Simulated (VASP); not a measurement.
# Ni in VASP: notebook, part 3 of 3

VASP 6.6.1. The steps go on from the part before.

## 5. Electric field gradients, PBE, collinear spin, ferromagnetic start (zz strain of -1 %)

Input file INCAR:

```
SYSTEM = Ni
  PREC = Accurate
  ENCUT = 520
  EDIFF = 1E-8
  ISMEAR = -1
  SIGMA = 0.05
  LREAL = .FALSE.
  LASPH = .TRUE.
  NELM = 150
  ALGO = Normal
  ISIF = 2
  LWAVE = .FALSE.
  LCHARG = .FALSE.
  ISPIN = 2
  MAGMOM = 1.5
  LORBIT = 11
  LMAXMIX = 4
  GGA = PE
  LEFG = .TRUE.
  NBANDS = 15
```

Input file KPOINTS:

```
regular mesh
0
G
  20 20 20
  0 0 0
```

Input file POSCAR:

```
Ni
1.0
    0.0000000000      1.7679500000      1.7502705000
    1.7679500000      0.0000000000      1.7502705000
    1.7679500000      1.7679500000      0.0000000000
Ni
1
Direct
    0.0000000000      0.0000000000      0.0000000000
```

Potentials or basis: VASP PAW PBE potentials, release 64 (Ni).

On the command line:

```sh
> cat potpaw_PBE.64/Ni/POTCAR > POTCAR
> mpirun -np 1 vasp_std > vasp.out
```

OUTCAR:

```text
SYSTEM = Ni
   PREC = Accurate
   ENCUT = 520
   EDIFF = 1E-8
   ISMEAR = -1
   LREAL = .FALSE.
   LASPH = .TRUE.
   NELM = 150
   ISIF = 2
   ISPIN = 2
   LORBIT = 11
   GGA = PE

 ion  position               nearest neighbor table
   1  0.000  0.000  0.000-

  LATTYP: Found a body centered tetragonal cell.
 ALAT       =     2.5002588676
 C/A-ratio  =     1.4000714267

  Lattice vectors:

 A1 = (   0.0000000000,  -1.7679500000,  -1.7502705000)
 A2 = (   0.0000000000,   1.7679500000,  -1.7502705000)
 A3 = (   1.7679500000,   0.0000000000,   1.7502705000)

Analysis of symmetry for initial positions (statically):
=====================================================================
 Subroutine PRICEL returns:
 Original cell was already a primitive cell.

[... 1073 lines left out ...]
      direct lattice vectors                 reciprocal lattice vectors
     0.000000000  1.767950000  1.750270500    -0.282813428  0.282813428  0.285670129
     1.767950000  0.000000000  1.750270500     0.282813428 -0.282813428  0.285670129
     1.767950000  1.767950000  0.000000000     0.282813428  0.282813428 -0.285670129

 POSITION                                       TOTAL-FORCE (eV/Angst)
 -----------------------------------------------------------------------------------
      0.00000      0.00000      0.00000        -0.000000      0.000000      0.000000
 -----------------------------------------------------------------------------------
    total drift:                               -0.000000     -0.000000     -0.000000

  FREE ENERGIE OF THE ION-ELECTRON SYSTEM (eV)
  ---------------------------------------------------
  free  energy   TOTEN  =        -5.4775051330 eV

  energy  without entropy=       -5.4632945401  energy(sigma->0) =       -5.47039984

 Electric field gradients (V/A^2)
---------------------------------------------------------------------
 ion       V_xx      V_yy      V_zz      V_xy      V_xz      V_yz
---------------------------------------------------------------------
   1       0.404     0.404    -0.808    -0.001    -0.002    -0.002
---------------------------------------------------------------------

 Electric field gradients after diagonalization (V/A^2)
 (convention: |V_zz| > |V_xx| > |V_yy|)
----------------------------------------------------------------------
 ion       V_xx      V_yy      V_zz     asymmetry (V_yy - V_xx)/ V_zz
----------------------------------------------------------------------
   1       0.405     0.403    -0.808       0.002
----------------------------------------------------------------------

           NMR quadrupolar parameters

 Cq : quadrupolar parameter    Cq=e*Q*V_zz/h
 eta: asymmetry parameters     (V_yy - V_xx)/ V_zz
 Q  : nuclear electric quadrupole moment in mb (millibarn)
----------------------------------------------------------------------
 ion       Cq(MHz)       eta       Q (mb)
----------------------------------------------------------------------
   1      -0.002       0.002       1.000
----------------------------------------------------------------------

 total charge

# of ion       s       p       d       tot
------------------------------------------
    1        0.495   0.493   8.312   9.300

 magnetization (x)

# of ion       s       p       d       tot
------------------------------------------
    1       -0.006  -0.025   0.673   0.641
```

Wall time 2.3 min (1 thread of AMD EPYC 9R45 (Zen 5), shared host); peak memory 0.23 GiB.

What came out:

| Item | Value |
| --- | --- |
| Free energy | -5.4775 eV |
| Pressure | -0.9 GPa |
| Net moment | 0.63 μB per cell |
| Site moments | Ni +0.64 μB |
| Largest electric field gradient by atom | Ni -0.8 V/Å² |
| Valence electrons inside the program's atomic spheres | Ni 9.30 |

Levels at points of the mesh, in eV from the Fermi level:
Spin up:
```
           k point  band 1  band 2  band 3  band 4  band 5  band 6  band 7  band 8  band 9  band 10
(0.00, 0.00, 0.00)   -8.97   -2.44   -2.44   -2.38   -1.29   -1.22   23.68   27.46   27.46    27.57
(0.50, 0.00, 0.00)   -4.80   -2.43   -2.37   -0.62   -0.59   -0.28    5.62   22.16   24.41    24.76
(0.50, 0.50, 0.00)   -4.60   -4.17   -0.56   -0.48   -0.48    2.60    9.35   14.61   14.61    19.52
(0.50, 0.00, 0.50)   -4.62   -4.16   -0.55   -0.50   -0.46    2.37    9.08   14.85   14.86    19.73
```
Spin down:
```tsv
k point	band 3	band 4	band 5	band 6	band 7	band 8
(0.00, 0.00, 0.00)	-1.68	-1.63	-0.70	-0.63	23.51	27.44
(0.50, 0.00, 0.00)	-1.75	-0.34	0.14	0.17	6.05	22.01
(0.50, 0.50, 0.00)	0.06	0.39	0.39	2.56	9.59	14.62
(0.50, 0.00, 0.50)	0.06	0.36	0.41	2.33	9.32	14.86
```

Electric field gradients, principal values (V/Å²):
| atom | least | middle | greatest (by size) |
| --- | --- | --- | --- |
| 1 Ni | 0.403 | 0.405 | -0.808 |

Caveat: the cell differs from its parent crystal (zz strain of -1 %); without QUAD_EFG the Cq values of the log hold for a quadrupole moment of 1 mb, not for the nuclei.

## 6. The runs side by side

```tsv
task	cell	k mesh for the DOS	occupations for the DOS	gap on the mesh (eV)	pressure (GPa)	moment (μB)
single point	a = 2.500 Å, angles 60.0°, 1 atom	30 × 30 × 30	tetrahedron	-	-	0.63
electric field gradients	a = 2.488, b = 2.488, c = 2.475 Å, angles 60.2, 60.2, 59.7°, 1 atom	-	-	none	1.1	0.63
electric field gradients	a = 2.488, b = 2.488, c = 2.500 Å, angles 59.8, 59.8, 60.3°, 1 atom	-	-	none	-0.9	0.63
```

Alike in all rows: level PBE; potentials or basis VASP PAW PBE potentials, release 64 (Ni); spin collinear, ferromagnetic start; k mesh 20 × 20 × 20; cutoff (eV) 520; smearing fermi-dirac 0.05 eV.

Absolute energies hang on the potentials; compare differences alone.
